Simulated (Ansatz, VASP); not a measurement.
# ZrMo2C2 in VASP and in Ansatz

```
CELL_PARAMETERS angstrom
4.16329 0.00000 0.00000
0.00000 4.16329 0.00000
0.00000 0.00000 7.26731
ATOMIC_POSITIONS crystal
Zr 0.00000 0.50000 0.32608
Zr 0.50000 0.00000 0.67392
Mo 0.00000 0.00000 0.00000
Mo 0.50000 0.50000 0.00000
Mo 0.00000 0.50000 0.69553
Mo 0.50000 0.00000 0.30447
C 0.00000 0.00000 0.50000
C 0.50000 0.50000 0.50000
C 0.00000 0.50000 0.98553
C 0.50000 0.00000 0.01447
```

Change from the starting cell: species swapped into the CeSb2Pd2 type (P4/nmm, No. 129).

Alike in both runs: functional PBE; k mesh 10 × 10 × 6; occupations gaussian, width 0.1 eV; no spin polarisation.

Ansatz relaxed the structure, and its values are those at the end. VASP's run is a single point on that final structure, the one shown.

|  | VASP | Ansatz |
| --- | --- | --- |
| version | VASP 6.6.1 | Ansatz 0.2.0 |
| potentials or method | VASP PAW PBE potentials, release 64 (Zr_sv, Mo_sv, C), cutoff 520 eV | scalar-relativistic, plane waves, PAW |
| valence electrons in the cell | 96 | 96 |

```tsv
	VASP	Ansatz	Ansatz less VASP
gap on the k mesh at the Fermi level (eV)	none	none	-
pressure (GPa)	0.4	0.0	-0.36
rms of the force components (eV/Å)	0.004	0.000	-0.0038
```

A gap of «none» marks a metal or a gap that the smearing closes.
